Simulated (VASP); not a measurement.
# MnSb (P6_3/mmc) in VASP: a series of runs

The runs below take MnSb through single point, density of states, with LDA+U, PBEsol+U.

Everything below comes from runs of VASP 6.6.1. Logs are shortened: lines on timing, memory, paths and dates and some standing lists are left out, and cuts for length are marked.

**1. The cell of the first run**

The structure is hexagonal, space group P6_3/mmc (No. 194). The conventional cell has a = 4.150 Å, b = 4.150 Å, c = 5.780 Å, α = 90.00°, β = 90.00°, γ = 120.00°. Sb (site symmetry -6m2) has 6 Mn at 2.80 Å within 3.7 Å. Mn (site symmetry -3m) has 6 Sb at 2.80 Å and 2 Mn at 2.89 Å within 3.7 Å.

**2. Single point, LDA+U, collinear spin, ferromagnetic start**

Contents of INCAR:

```
SYSTEM = MnSb
PREC = Accurate
ENCUT = 520
EDIFF = 1E-6
ISMEAR = -1
SIGMA = 0.05
LREAL = .FALSE.
LASPH = .TRUE.
NELM = 150
ALGO = Normal
ISIF = 2
LWAVE = .FALSE.
LCHARG = .TRUE.
ISPIN = 2
MAGMOM = 0 0 4 4
LORBIT = 11
LMAXMIX = 4
LDAU = .TRUE.
LDAUTYPE = 2
LDAUL = -1 2
LDAUU = 0 4.5
LDAUJ = 0 0
LDAUPRINT = 1
LELF = .TRUE.
LVHAR = .TRUE.
NBANDS = 30
```

Contents of KPOINTS:

```
Automatic mesh
0
G
  7 7 5
  0 0 0
```

Contents of POSCAR:

```
MnSb
1.0
    4.1500000000      0.0000000000      0.0000000000
   -2.0750000000      3.5940054257      0.0000000000
    0.0000000000      0.0000000000      5.7800000000
Sb Mn
2 2
Direct
    0.6666666667      0.3333333333      0.7500000000
    0.3333333333      0.6666666667      0.2500000000
    0.0000000000      0.0000000000      0.5000000000
    0.0000000000      0.0000000000      0.0000000000
```

Potentials or basis: VASP PAW LDA potentials, release 64 (Sb, Mn_pv).

Command:

```console
$ cat potpaw_LDA.64/Sb/POTCAR potpaw_LDA.64/Mn_pv/POTCAR > POTCAR
$ mpirun -np 1 vasp_std > vasp.out
```

OUTCAR:

```text
SYSTEM = MnSb
   PREC = Accurate
   ENCUT = 520
   EDIFF = 1E-6
   ISMEAR = -1
   LREAL = .FALSE.
   LASPH = .TRUE.
   NELM = 150
   ISIF = 2
   ISPIN = 2
   LORBIT = 11

 ion  position               nearest neighbor table
   1  0.667  0.333  0.750-   3 2.80   4 2.80   3 2.80   4 2.80   3 2.80   4 2.80   2 3.75   2 3.75
                             2 3.75   2 3.75   2 3.75   2 3.75
   2  0.333  0.667  0.250-   3 2.80   4 2.80   3 2.80   4 2.80   3 2.80   4 2.80   1 3.75   1 3.75
                             1 3.75   1 3.75   1 3.75   1 3.75
   3  0.000  0.000  0.500-   1 2.80   2 2.80   2 2.80   1 2.80   1 2.80   2 2.80   4 2.89   4 2.89

   4  0.000  0.000  0.000-   1 2.80   2 2.80   2 2.80   1 2.80   1 2.80   2 2.80   3 2.89   3 2.89

  LATTYP: Found a hexagonal cell.
 ALAT       =     4.1500000000
 C/A-ratio  =     1.3927710843

  Lattice vectors:

 A1 = (   4.1500000000,   0.0000000000,   0.0000000000)
 A2 = (  -2.0750000000,   3.5940054257,   0.0000000000)
 A3 = (   0.0000000000,   0.0000000000,   5.7800000000)

Analysis of symmetry for initial positions (statically):
=====================================================================
 Subroutine PRICEL returns:
 Original cell was already a primitive cell.

 Routine SETGRP: Setting up the symmetry group for a
 hexagonal supercell.

 Subroutine GETGRP returns: Found 24 space group operations
 (whereof 12 operations were pure point group operations)
 out of a pool of 24 trial point group operations.

The static configuration has the point symmetry D_3d.
 The point group associated with its full space group is D_6h.

Analysis of symmetry for dynamics (positions and initial velocities):
=====================================================================
 Subroutine PRICEL returns:
 Original cell was already a primitive cell.

 Routine SETGRP: Setting up the symmetry group for a
 hexagonal supercell.

 Subroutine GETGRP returns: Found 24 space group operations
 (whereof 12 operations were pure point group operations)
 out of a pool of 24 trial point group operations.

The dynamic configuration has the point symmetry D_3d.
 The point group associated with its full space group is D_6h.

Analysis of structural, dynamic, and magnetic symmetry:
=====================================================================
 Subroutine PRICEL returns:
 Original cell was already a primitive cell.

 Routine SETGRP: Setting up the symmetry group for a
 hexagonal supercell.

 Subroutine GETGRP returns: Found 24 space group operations
 (whereof 12 operations were pure point group operations)
 out of a pool of 24 trial point group operations.

The overall configuration has the point symmetry D_3d.
 The point group associated with its full space group is D_6h.

 Subroutine INISYM returns: Found 24 space group operations
 (whereof 12 operations are pure point group operations),
 and found     1 'primitive' translations

----------------------------------------------------------------------------------------

                                     Primitive cell

  volume of cell :      86.2094

  direct lattice vectors                    reciprocal lattice vectors
     4.150000000  0.000000000  0.000000000     0.240963855  0.139120547  0.000000000
    -2.075000000  3.594005426  0.000000000     0.000000000  0.278241094  0.000000000
     0.000000000  0.000000000  5.780000000     0.000000000  0.000000000  0.173010381

  length of vectors
     4.150000000  4.150000000  5.780000000     0.278241094  0.278241094  0.173010381

  position of ions in fractional coordinates (direct lattice)
     0.666666667  0.333333333  0.750000000
     0.333333333  0.666666667  0.250000000
     0.000000000  0.000000000  0.500000000
     0.000000000  0.000000000  0.000000000

  ion indices of the primitive-cell ions
   primitive index   ion index
                 1           1
                 2           2
                 3           3
                 4           4

----------------------------------------------------------------------------------------

 KPOINTS: Automatic mesh

Automatic generation of k-mesh.
 Grid dimensions read from file:
[... 94 lines left out ...]
   LHFCALC =     F    Hartree Fock is set to
   AEXX    =    0.0000 exact exchange contribution
   IVDW    =     0    specifies the selected vdW correction
   LEPSILON=     F    determine dielectric tensor
   LRPA    =     F    only Hartree local field effects (RPA)
 spin polarized calculation
  energy-cutoff  :      520.00
  volume of cell :       86.21
 maximum number of plane-waves:      2350
 NGX is ok and might be reduce to    32
   NGX = 15   NGY = 15   NGZ = 21

atom =   3  type =  2  l = 2

 onsite density matrix

spin component  1

  0.9091 -0.0000 -0.0000 -0.0119  0.0000
 -0.0000  0.9057  0.0000 -0.0000 -0.0119
 -0.0000  0.0000  0.9136  0.0000 -0.0000
 -0.0119 -0.0000  0.0000  0.9057 -0.0000
  0.0000 -0.0119 -0.0000 -0.0000  0.9091

spin component  2

  0.0782  0.0000  0.0000  0.0619 -0.0000
  0.0000  0.1079 -0.0000  0.0000  0.0619
  0.0000 -0.0000  0.0630 -0.0000 -0.0000
  0.0619  0.0000 -0.0000  0.1079  0.0000
 -0.0000  0.0619 -0.0000  0.0000  0.0782

 occupancies and eigenvectors

  o =  0.0294  v =  0.0000  0.0000  0.0000  0.0000  0.0000  0.0003  0.6190 -0.0000 -0.0002 -0.7854      0.0000  0.0000  0.0000  0.0000  0.0000  0.0000  0.0000  0.0000  0.0000  0.0000
  o =  0.0294  v =  0.0000  0.0000  0.0000  0.0000  0.0000 -0.7854  0.0002 -0.0000  0.6190 -0.0003      0.0000  0.0000  0.0000  0.0000  0.0000  0.0000  0.0000  0.0000  0.0000  0.0000
  o =  0.0630  v =  0.0000  0.0000  0.0000  0.0000  0.0000  0.0000  0.0000  1.0000 -0.0000 -0.0000      0.0000  0.0000  0.0000  0.0000  0.0000  0.0000  0.0000  0.0000  0.0000  0.0000
  o =  0.1567  v =  0.0000  0.0000  0.0000  0.0000  0.0000 -0.0001  0.7854 -0.0000 -0.0001  0.6190      0.0000  0.0000  0.0000  0.0000  0.0000  0.0000  0.0000  0.0000  0.0000  0.0000
  o =  0.1567  v =  0.0000  0.0000  0.0000  0.0000  0.0000 -0.6190 -0.0001  0.0000 -0.7854 -0.0001      0.0000  0.0000  0.0000  0.0000  0.0000  0.0000  0.0000  0.0000  0.0000  0.0000
  o =  0.8953  v =  0.0001  0.7558  0.0000  0.0001  0.6548  0.0000  0.0000  0.0000  0.0000  0.0000      0.0000  0.0000  0.0000  0.0000  0.0000  0.0000  0.0000  0.0000  0.0000  0.0000
  o =  0.8953  v = -0.6548  0.0001  0.0000 -0.7558  0.0001  0.0000  0.0000  0.0000  0.0000  0.0000      0.0000  0.0000  0.0000  0.0000  0.0000  0.0000  0.0000  0.0000  0.0000  0.0000
  o =  0.9136  v =  0.0000 -0.0000  1.0000 -0.0000  0.0000  0.0000  0.0000  0.0000  0.0000  0.0000      0.0000  0.0000  0.0000  0.0000  0.0000  0.0000  0.0000  0.0000  0.0000  0.0000
  o =  0.9195  v = -0.0001  0.6548  0.0000  0.0000 -0.7558  0.0000  0.0000  0.0000  0.0000  0.0000      0.0000  0.0000  0.0000  0.0000  0.0000  0.0000  0.0000  0.0000  0.0000  0.0000
  o =  0.9195  v =  0.7558  0.0000  0.0000 -0.6548 -0.0001  0.0000  0.0000  0.0000  0.0000  0.0000      0.0000  0.0000  0.0000  0.0000  0.0000  0.0000  0.0000  0.0000  0.0000  0.0000

atom =   4  type =  2  l = 2

 onsite density matrix

spin component  1

  0.9091  0.0000  0.0000  0.0119  0.0000
  0.0000  0.9057 -0.0000 -0.0000  0.0119
  0.0000 -0.0000  0.9136  0.0000 -0.0000
  0.0119 -0.0000  0.0000  0.9057  0.0000
  0.0000  0.0119 -0.0000  0.0000  0.9091

spin component  2

  0.0782 -0.0000 -0.0000 -0.0619  0.0000
 -0.0000  0.1079  0.0000  0.0000 -0.0619
 -0.0000  0.0000  0.0630 -0.0000 -0.0000
 -0.0619  0.0000 -0.0000  0.1079 -0.0000
  0.0000 -0.0619 -0.0000 -0.0000  0.0782

 occupancies and eigenvectors

  o =  0.0294  v =  0.0000  0.0000  0.0000  0.0000  0.0000 -0.0002 -0.6190 -0.0000 -0.0001 -0.7854      0.0000  0.0000  0.0000  0.0000  0.0000  0.0000  0.0000  0.0000  0.0000  0.0000
  o =  0.0294  v =  0.0000  0.0000  0.0000  0.0000  0.0000  0.7854 -0.0001 -0.0000  0.6190 -0.0002      0.0000  0.0000  0.0000  0.0000  0.0000  0.0000  0.0000  0.0000  0.0000  0.0000
  o =  0.0630  v =  0.0000  0.0000  0.0000  0.0000  0.0000  0.0000  0.0000 -1.0000  0.0000  0.0000      0.0000  0.0000  0.0000  0.0000  0.0000  0.0000  0.0000  0.0000  0.0000  0.0000
  o =  0.1567  v =  0.0000  0.0000  0.0000  0.0000  0.0000  0.0000 -0.7854 -0.0000 -0.0000  0.6190      0.0000  0.0000  0.0000  0.0000  0.0000  0.0000  0.0000  0.0000  0.0000  0.0000
  o =  0.1567  v =  0.0000  0.0000  0.0000  0.0000  0.0000 -0.6190 -0.0000 -0.0000  0.7854  0.0000      0.0000  0.0000  0.0000  0.0000  0.0000  0.0000  0.0000  0.0000  0.0000  0.0000
  o =  0.8953  v =  0.0000  0.7558 -0.0000  0.0000 -0.6548  0.0000  0.0000  0.0000  0.0000  0.0000      0.0000  0.0000  0.0000  0.0000  0.0000  0.0000  0.0000  0.0000  0.0000  0.0000
  o =  0.8953  v = -0.6548  0.0000  0.0000  0.7558  0.0000  0.0000  0.0000  0.0000  0.0000  0.0000      0.0000  0.0000  0.0000  0.0000  0.0000  0.0000  0.0000  0.0000  0.0000  0.0000
  o =  0.9136  v =  0.0000 -0.0000 -1.0000  0.0000 -0.0000  0.0000  0.0000  0.0000  0.0000  0.0000      0.0000  0.0000  0.0000  0.0000  0.0000  0.0000  0.0000  0.0000  0.0000  0.0000
  o =  0.9195  v =  0.0000  0.6548 -0.0000 -0.0000  0.7558  0.0000  0.0000  0.0000  0.0000  0.0000      0.0000  0.0000  0.0000  0.0000  0.0000  0.0000  0.0000  0.0000  0.0000  0.0000
  o =  0.9195  v = -0.7558  0.0000 -0.0000 -0.6548 -0.0000  0.0000  0.0000  0.0000  0.0000  0.0000      0.0000  0.0000  0.0000  0.0000  0.0000  0.0000  0.0000  0.0000  0.0000  0.0000

 number of electron      36.0000010 magnetization       8.0458952

 Free energy of the ion-electron system (eV)
  ---------------------------------------------------
  ext. energy  EPLUGINS =         0.00000000
  ---------------------------------------------------
  free energy    TOTEN  =       -23.88157597 eV

  energy without entropy =      -23.87048919  energy(sigma->0) =      -23.87603258

 E-fermi :   7.7217     XC(G=0): -10.8299

 val. band max:        7.6864350595   @ k =   0.2857   0.1429   0.2000
 cond. band min:       7.7926653044   @ k =   0.4286  -0.0000   0.2000
 fundamental gap:      0.1062302449
 Fermi energy:         7.7216813096

 spin component 1

 k-point     1 :       0.0000    0.0000    0.0000
  band No.  band energies     occupation
      1     -42.4636      1.00000
      2     -42.4533      1.00000
      3     -42.4533      1.00000
      4     -42.4455      1.00000
      5     -42.4455      1.00000
      6     -42.3811      1.00000
[... 781 lines left out ...]
     29      14.8059      0.00000
     30      15.0575      0.00000
 Fermi energy:         7.7216813096

 spin component 2

 k-point     1 :       0.0000    0.0000    0.0000
  band No.  band energies     occupation
      1     -38.4242      1.00000
      2     -38.3982      1.00000
      3     -38.3982      1.00000
      4     -38.3885      1.00000
      5     -38.3885      1.00000
      6     -38.3249      1.00000
[... 781 lines left out ...]
     29      15.6765      0.00000
     30      16.0934      0.00000

------------------------ aborting loop because EDIFF is reached ----------------------------------------

  FORCE on cell =-STRESS in cart. coord.  units (eV):
  Direction    XX          YY          ZZ          XY          YZ          ZX
  --------------------------------------------------------------------------------------
  -------------------------------------------------------------------------------------
  Total        0.3360251      0.3360251      1.5485869      0.0000000      0.0000000      0.0000000
  in kB        6.2449309      6.2449309     28.7800477      0.0000000      0.0000000      0.0000000
  external PRESSURE =      13.7566365 kB  Pullay stress =       0.0000000 kB

 VOLUME and BASIS-vectors are now :
 -----------------------------------------------------------------------------
  energy-cutoff  :      520.00
  volume of cell :       86.21
      direct lattice vectors                 reciprocal lattice vectors
     4.150000000  0.000000000  0.000000000     0.240963855  0.139120547  0.000000000
    -2.075000000  3.594005426  0.000000000     0.000000000  0.278241094  0.000000000
     0.000000000  0.000000000  5.780000000     0.000000000  0.000000000  0.173010381

 POSITION                                       TOTAL-FORCE (eV/Angst)
 -----------------------------------------------------------------------------------
      2.07500      1.19800      4.33500        -0.000000      0.000000      0.000000
     -0.00000      2.39600      1.44500         0.000000      0.000000      0.000000
      0.00000      0.00000      2.89000         0.000000      0.000000      0.000000
      0.00000      0.00000      0.00000         0.000000      0.000000      0.000000
 -----------------------------------------------------------------------------------
    total drift:                               -0.000000      0.000000      0.000000

  FREE ENERGIE OF THE ION-ELECTRON SYSTEM (eV)
  ---------------------------------------------------
  free  energy   TOTEN  =       -23.8815759656 eV

  energy  without entropy=      -23.8704891902  energy(sigma->0) =      -23.87603258

 total charge

# of ion       s       p       d       tot
------------------------------------------
    1        1.162   1.327   0.036   2.525
    2        1.162   1.327   0.036   2.525
    3        0.295   6.236   4.958  11.489
    4        0.295   6.236   4.958  11.489
--------------------------------------------------
tot          2.915  15.125   9.987  28.028

 magnetization (x)

# of ion       s       p       d       tot
------------------------------------------
    1        0.016  -0.197   0.005  -0.176
    2        0.016  -0.197   0.005  -0.176
    3        0.035   0.025   4.099   4.159
    4        0.035   0.025   4.099   4.159
--------------------------------------------------
tot          0.102  -0.344   8.207   7.965
```

It took 3 min on 1 thread of Oxide Virtual Turin-like, shared host; peak memory 0.21 GiB.

What came out:

```
Free energy                                           : -23.8816 eV
Pressure                                              : 1.4 GPa
Net moment                                            : 8.05 μB per cell
Site moments                                          : Sb -0.18; Mn +4.16 μB
Valence electrons inside the program's atomic spheres : Sb 2.52; Mn 11.49
```

Eigenvalues of the final occupation matrices:
| site | spin | trace | eigenvalues |
| --- | --- | --- | --- |
| site 3 d | 1 | 4.54 | 0.90 0.90 0.91 0.92 0.92 |
| site 3 d | 2 | 0.44 | 0.03 0.03 0.06 0.16 0.16 |
| site 4 d | 1 | 4.54 | 0.90 0.90 0.91 0.92 0.92 |
| site 4 d | 2 | 0.44 | 0.03 0.03 0.06 0.16 0.16 |

Caveat: spin-orbit coupling is left out, which moves the levels of the heavy elements; only a ferromagnetic start was run, and an antiferromagnetic order may lie lower in energy; the U is typed as a test and isn't derived for this compound.

(Part 1 of 2 ends here.)
